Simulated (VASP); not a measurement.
Set up this calculation in VASP 6.6.1, as the native input.

| Item | Value |
| --- | --- |
| Task | relaxation of cell and atoms |
| Functional | PBEsol |
| Potentials or basis | VASP PAW PBE potentials, release 64 (Al, N) |
| Cutoff | 600 eV |
| k mesh | 10 × 10 × 10 |
| Occupations | fermi-dirac, width 0.05 eV |
| Spin | no spin polarisation |
| Dipole correction | no |
| Further INCAR settings | ALGO = Normal; EDIFF = 1e-06; IBRION = 2; EDIFFG = -0.01; NSW = 60; ISIF = 3 |

The structure of AlN lies in POSCAR:

```
AlN
1.0
    0.0000000000      2.1839935596      2.1839935596
    2.1839935596      0.0000000000      2.1839935596
    2.1839935596      2.1839935596      0.0000000000
Al N
1 1
Direct
    0.0000000000      0.0000000000      0.0000000000
    0.2500000000      0.2500000000      0.2500000000
```

The input as run:

INCAR

```
PREC = Accurate
ENCUT = 600
EDIFF = 1E-6
ISMEAR = -1
SIGMA = 0.05
LREAL = F
LASPH = T
NELM = 80
ALGO = Normal
ISIF = 3
LWAVE = F
LCHARG = F
GGA = PS
IBRION = 2
NSW = 60
EDIFFG = -0.01
```

KPOINTS

```
regular mesh
0
Gamma
  10 10 10
```

Potentials or basis: VASP PAW PBE potentials, release 64 (Al, N).

Launch:

```sh
$ cat potpaw_PBE.64/Al/POTCAR potpaw_PBE.64/N/POTCAR > POTCAR
$ mpirun -np 1 vasp_std > vasp.out
```

It gave:

```json
{"Relaxed volume": "10.48 Å³/atom", "Relaxed cell": "a = 3.095 Å, b = 3.095 Å, c = 3.095 Å, α = 60.00°, β = 60.00°, γ = 60.00°", "Space group after relaxing (to 0.05 Å)": "F-43m (No. 216)", "Energy gained by relaxing": "0.2 meV/atom", "Ionic steps": "3", "Pressure after relaxing": "0.0 GPa", "Band gap on the k mesh": "3.18 eV, indirect (least direct gap 4.08 eV)"}
```

Caveat: the PAW data sets were made with another functional, which shifts forces and pressure a little.

Run time: 20 s on 1 thread of Intel Xeon 6975P-C, on a shared host, peak memory 0.15 GiB.
